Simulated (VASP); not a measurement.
# NaH (Fm-3m) in VASP: further runs

NaH is run at these levels: PBE; tasks: single point.

Everything below comes from runs of VASP 6.6.1. Logs are shortened: lines on timing, memory, paths and dates and some standing lists are left out, and cuts for length are marked.

### Step 1. The cell of the first run

The structure is cubic, space group Fm-3m (No. 225). The conventional cell has a = 4.734 Å, b = 4.734 Å, c = 4.734 Å, α = 90.00°, β = 90.00°, γ = 90.00°. Na (site symmetry m-3m) has 6 H at 2.37 Å within 3.1 Å. Within 3.1 Å of H (site symmetry m-3m) lie 6 Na at 2.37 Å.

### Step 2. Single point, PBE (volume changed by -6%)

The input, INCAR:

```
PREC     = Accurate       # precision mode
ENCUT    = 520            # plane-wave cutoff, eV
EDIFF    = 1E-6           # SCF threshold, eV
ISMEAR   = 0              # smearing method
SIGMA    = 0.01           # smearing width, eV
LREAL    = F              # projectors in reciprocal space
LASPH    = T              # aspherical terms in the spheres
NELM     = 60             # most SCF steps
ALGO     = Normal         # electronic algorithm
ISIF     = 2              # what is computed and relaxed
LWAVE    = F              # write WAVECAR
LCHARG   = T              # write CHGCAR
GGA      = PE             # functional
LELF     = T              # ELF
LVHAR    = T            
NBANDS   = 11             # bands
```

The input, KPOINTS:

```
Automatic mesh
0
Gamma
  8 8 8
```

The input, POSCAR:

```
NaH
1.0
    0.0000000000      2.3668463274      2.3668463274
    2.3668463274      0.0000000000      2.3668463274
    2.3668463274      2.3668463274      0.0000000000
Na H
1 1
Direct
    0.0000000000      0.0000000000      0.0000000000
    0.5000000000      0.5000000000      0.5000000000
```

Potentials or basis: VASP PAW PBE potentials, release 64 (Na_pv, H).

The run is started by

```
cat potpaw_PBE.64/Na_pv/POTCAR potpaw_PBE.64/H/POTCAR > POTCAR
mpirun -np 1 vasp_std > vasp.out
```

OUTCAR:

```text
PREC = Accurate
   ENCUT = 520
   EDIFF = 1E-6
   ISMEAR = 0
   LREAL = F
   LASPH = T
   NELM = 60
   ISIF = 2
   GGA = PE

 ion  position               nearest neighbor table
   1  0.000  0.000  0.000-
   2  0.500  0.500  0.500-

  LATTYP: Found a face centered cubic cell.
 ALAT       =     4.7336926548

  Lattice vectors:

 A1 = (   0.0000000000,   2.3668463274,   2.3668463274)
 A2 = (   2.3668463274,   0.0000000000,   2.3668463274)
 A3 = (   2.3668463274,   2.3668463274,   0.0000000000)

Analysis of symmetry for initial positions (statically):
=====================================================================
 Subroutine PRICEL returns:
 Original cell was already a primitive cell.

 Routine SETGRP: Setting up the symmetry group for a
 face centered cubic supercell.

 Subroutine GETGRP returns: Found 48 space group operations
 (whereof 48 operations were pure point group operations)
 out of a pool of 48 trial point group operations.

The static configuration has the point symmetry O_h .

Analysis of symmetry for dynamics (positions and initial velocities):
=====================================================================
 Subroutine PRICEL returns:
 Original cell was already a primitive cell.

 Routine SETGRP: Setting up the symmetry group for a
 face centered cubic supercell.

 Subroutine GETGRP returns: Found 48 space group operations
 (whereof 48 operations were pure point group operations)
 out of a pool of 48 trial point group operations.

The dynamic configuration has the point symmetry O_h .

 Subroutine INISYM returns: Found 48 space group operations
 (whereof 48 operations are pure point group operations),
 and found     1 'primitive' translations

----------------------------------------------------------------------------------------

                                     Primitive cell

  volume of cell :      26.5180

  direct lattice vectors                    reciprocal lattice vectors
     0.000000000  2.366846327  2.366846327    -0.211251569  0.211251569  0.211251569
     2.366846327  0.000000000  2.366846327     0.211251569 -0.211251569  0.211251569
     2.366846327  2.366846327  0.000000000     0.211251569  0.211251569 -0.211251569

  length of vectors
     3.347226176  3.347226176  3.347226176     0.365898451  0.365898451  0.365898451

  position of ions in fractional coordinates (direct lattice)
     0.000000000  0.000000000  0.000000000
     0.500000000  0.500000000  0.500000000

  ion indices of the primitive-cell ions
   primitive index   ion index
                 1           1
                 2           2

----------------------------------------------------------------------------------------

 KPOINTS: Automatic mesh

Automatic generation of k-mesh.
 Grid dimensions read from file:
 generate k-points for:    8    8    8

 Generating k-lattice:

  Cartesian coordinates                     Fractional coordinates (reciprocal lattice)
    -0.026406446  0.026406446  0.026406446     0.125000000  0.000000000  0.000000000
     0.026406446 -0.026406446  0.026406446     0.000000000  0.125000000  0.000000000
     0.026406446  0.026406446 -0.026406446     0.000000000  0.000000000  0.125000000

  Length of vectors
     0.045737306  0.045737306  0.045737306

  Shift w.r.t. Gamma in fractional coordinates (k-lattice)
     0.000000000  0.000000000  0.000000000

 Subroutine IBZKPT returns following result:
 ===========================================

 Found     29 irreducible k-points:

 Following reciprocal coordinates:
            Coordinates               Weight
  0.000000  0.000000  0.000000      1.000000
  0.125000  0.000000  0.000000      8.000000
  0.250000  0.000000  0.000000      8.000000
  0.375000  0.000000  0.000000      8.000000
  0.500000  0.000000  0.000000      4.000000
  0.125000  0.125000  0.000000      6.000000
[... 16 lines left out ...]
  0.500000  0.250000  0.125000     48.000000
 -0.375000  0.250000  0.125000     24.000000
 [... further k-points ...]
   k-points           NKPTS =     29   k-points in BZ     NKDIM =     29   number of bands    NBANDS=     11
   number of dos      NEDOS =    301   number of ions     NIONS =      2
   total plane-waves  NPLWV =  21952
   dimension x,y,z NGX =    28 NGY =   28 NGZ =   28
   dimension x,y,z NGXF=    56 NGYF=   56 NGZF=   56
   ions per type =               1   1
   NGX,Y,Z   is equivalent  to a cutoff of  13.91, 13.91, 13.91 a.u.
   NGXF,Y,Z  is equivalent  to a cutoff of  27.81, 27.81, 27.81 a.u.
 SYSTEM =  unknown system
   PREC   = accura    normal or accurate (medium, high low for compatibility)
   ISTART =      0    job   : 0-new  1-cont  2-samecut
   ICHARG =      2    charge: 1-file 2-atom 10-const
   ISPIN  =      1    spin polarized calculation?
   LNONCOLLINEAR =      F non collinear calculations
   LSORBIT =      F    spin-orbit coupling
   LASPH  =      T    aspherical Exc in radial PAW
   ENCUT  =  520.0 eV  38.22 Ry    6.18 a.u.   6.22  6.22  6.22*2*pi/ulx,y,z
   NELM   =     60;   NELMIN=  2; NELMDL= -5     # of ELM steps
   EDIFF  = 0.1E-05   stopping-criterion for ELM
   LREAL  =      F    real-space projection
   EDIFFG = 0.1E-04   stopping-criterion for IOM
   NSW    =      0    number of steps for IOM
   IBRION =     -1    ionic relax: 0-MD 1-quasi-New 2-CG
   NFREE  =      0    steps in history (QN), initial steepest desc. (CG)
   ISIF   =      2    stress and relaxation
   ISYM   =      2    0-nonsym 1-usesym 2-fastsym
   POTIM  = 0.5000    time-step for ionic-motion
   TEBEG  =    0.0;   TEEND  =   0.0 temperature during run
   PSTRESS=    0.0 pullay stress
   NELECT =       8.0000    total number of electrons
   NUPDOWN=      -1.0000    fix difference up-down
   EMIN   =  10.00;   EMAX   =-10.00  energy-range for DOS
   EFERMI =   0.00;   METHOD = LEGACY
   ISMEAR =     0;   SIGMA  =   0.01  broadening in eV -4-tet -1-fermi 0-gaus
   EFERMI_NEDOS =   21; number of points for ismear=-14 and -15
   IALGO  =     38    algorithm
   IMIX   =      4    mixing-type and parameters
     AMIX     =   0.40;   BMIX     =  1.00
     AMIX_MAG =   1.60;   BMIX_MAG =  1.00
  volume/ion in A,a.u.               =      13.26        89.48
  Fermi-wavevector in a.u.,A,eV,Ry     =   1.097972  2.074867 16.402414  1.205543
  Thomas-Fermi vector in A             =   2.234342
   LORBIT       =      0    0 simple, 1 ext, 2 COOP (PROOUT), +10 PAW based schemes
   GGA     = PE    functional components
   LHFCALC =     F    Hartree Fock is set to
   AEXX    =    0.0000 exact exchange contribution
   IVDW    =     0    specifies the selected vdW correction
   LEPSILON=     F    determine dielectric tensor
   LRPA    =     F    only Hartree local field effects (RPA)
 non-spin polarized calculation
 Gauss-broadening in eV      SIGMA  =   0.01
  energy-cutoff  :      520.00
  volume of cell :       26.52
 maximum number of plane-waves:       725
 NGX is ok and might be reduce to    28
   NGX = 13   NGY = 13   NGZ = 13

 number of electron       7.9999997 magnetization

 Free energy of the ion-electron system (eV)
  ---------------------------------------------------
  ext. energy  EPLUGINS =         0.00000000
  ---------------------------------------------------
  free energy    TOTEN  =        -5.07914374 eV

  energy without entropy =       -5.07914374  energy(sigma->0) =       -5.07914374

 E-fermi :  -0.8294     XC(G=0):  -7.9803

 val. band max:       -0.9095999397   @ k =  -0.2500   0.5000   0.2500
 cond. band min:       2.9556299743   @ k =   0.5000   0.0000   0.0000
 fundamental gap:      3.8652299140
 Fermi energy:        -0.8294346211

 k-point     1 :       0.0000    0.0000    0.0000
  band No.  band energies     occupation
      1     -22.9057      2.00000
      2     -22.9057      2.00000
      3     -22.9057      2.00000
      4      -4.7043      2.00000
      5      10.0664      0.00000
      6      15.1601      0.00000
      7      15.1601      0.00000
      8      15.1602      0.00000
      9      16.1744      0.00000
     10      16.1744      0.00000
     11      16.1744      0.00000

 k-point     2 :       0.1250    0.0000    0.0000
  band No.  band energies     occupation
      1     -22.9230      2.00000
      2     -22.9078      2.00000
      3     -22.9078      2.00000
      4      -4.4218      2.00000
      5       9.1006      0.00000
      6      12.5074      0.00000
      7      14.3623      0.00000
      8      14.3623      0.00000
      9      17.1183      0.00000
     10      17.1183      0.00000
     11      17.3200      0.00000

 k-point     3 :       0.2500    0.0000    0.0000
  band No.  band energies     occupation
      1     -22.9642      2.00000
      2     -22.9126      2.00000
      3     -22.9126      2.00000
      4      -3.6198      2.00000
      5       6.6083      0.00000
      6      11.0494      0.00000
      7      13.5384      0.00000
      8      13.5384      0.00000
      9      17.1377      0.00000
     10      17.1377      0.00000
     11      18.6213      0.00000

 k-point     4 :       0.3750    0.0000    0.0000
  band No.  band energies     occupation
      1     -23.0047      2.00000
      2     -22.9174      2.00000
      3     -22.9174      2.00000
      4      -2.4960      2.00000
      5       4.1309      0.00000
      6      10.4700      0.00000
      7      13.0331      0.00000
      8      13.0331      0.00000
      9      16.4221      0.00000
     10      16.4221      0.00000
     11      18.9366      0.00000

 k-point     5 :       0.5000    0.0000    0.0000
  band No.  band energies     occupation
      1     -23.0213      2.00000
      2     -22.9194      2.00000
      3     -22.9194      2.00000
      4      -1.7954      2.00000
      5       2.9556      0.00000
      6      10.3063      0.00000
      7      12.8634      0.00000
      8      12.8634      0.00000
      9      16.1431      0.00000
     10      16.1431      0.00000
     11      18.7929      0.00000
[... 211 lines left out ...]
 k-point    21 :       0.5000    0.5000    0.0000
  band No.  band energies     occupation
      1     -23.0083      2.00000
      2     -22.9445      2.00000
      3     -22.9445      2.00000
      4      -1.1011      2.00000
      5       3.8535      0.00000
      6       9.3554      0.00000
      7      10.1551      0.00000
      8      10.1551      0.00000
      9      11.5131      0.00000
     10      23.8274      0.00000
     11      25.5474      0.00000

 k-point    22 :       0.3750    0.2500    0.1250
  band No.  band energies     occupation
      1     -22.9734      2.00000
      2     -22.9326      2.00000
      3     -22.9191      2.00000
      4      -2.9760      2.00000
      5       6.2366      0.00000
      6       8.5914      0.00000
      7      11.7807      0.00000
      8      14.6830      0.00000
      9      15.1542      0.00000
     10      17.8143      0.00000
     11      20.5319      0.00000

 k-point    23 :       0.5000    0.2500    0.1250
  band No.  band energies     occupation
      1     -22.9945      2.00000
      2     -22.9443      2.00000
      3     -22.9252      2.00000
      4      -1.9862      2.00000
      5       4.6664      0.00000
      6       7.4142      0.00000
      7      10.8879      0.00000
      8      14.6782      0.00000
      9      15.9608      0.00000
     10      18.0747      0.00000
     11      20.3137      0.00000

 k-point    24 :      -0.3750    0.2500    0.1250
  band No.  band energies     occupation
      1     -23.0035      2.00000
      2     -22.9480      2.00000
      3     -22.9286      2.00000
      4      -1.4099      2.00000
      5       3.7702      0.00000
      6       7.1542      0.00000
      7      10.5224      0.00000
      8      14.6223      0.00000
      9      15.8261      0.00000
     10      19.1791      0.00000
     11      21.3642      0.00000

 [... further k-points ...]
[... 5 lines left out ...]
  --------------------------------------------------------------------------------------
  -------------------------------------------------------------------------------------
  Total        0.2614571      0.2614571      0.2614571     -0.0000000     -0.0000000      0.0000000
  in kB       15.7968651     15.7968651     15.7968651     -0.0000000     -0.0000000      0.0000000
  external PRESSURE =      15.7968651 kB  Pullay stress =       0.0000000 kB

 VOLUME and BASIS-vectors are now :
 -----------------------------------------------------------------------------
  energy-cutoff  :      520.00
  volume of cell :       26.52
      direct lattice vectors                 reciprocal lattice vectors
     0.000000000  2.366846327  2.366846327    -0.211251569  0.211251569  0.211251569
     2.366846327  0.000000000  2.366846327     0.211251569 -0.211251569  0.211251569
     2.366846327  2.366846327  0.000000000     0.211251569  0.211251569 -0.211251569

 POSITION                                       TOTAL-FORCE (eV/Angst)
 -----------------------------------------------------------------------------------
      0.00000      0.00000      0.00000         0.000000      0.000000      0.000000
      2.36685      2.36685      2.36685        -0.000000     -0.000000     -0.000000
 -----------------------------------------------------------------------------------
    total drift:                               -0.000000      0.000000      0.000000

  FREE ENERGIE OF THE ION-ELECTRON SYSTEM (eV)
  ---------------------------------------------------
  free  energy   TOTEN  =        -5.0791437366 eV

  energy  without entropy=       -5.0791437366  energy(sigma->0) =       -5.07914374
```

Wall time 17 s (1 thread of AMD EPYC 7R13, shared host); peak memory 0.12 GiB.

Results:

```
Free energy            : -5.0791 eV
Pressure               : 1.6 GPa
Band gap on the k mesh : 3.87 eV, indirect (least direct gap 4.75 eV)
```

[end of part 1 of 3]
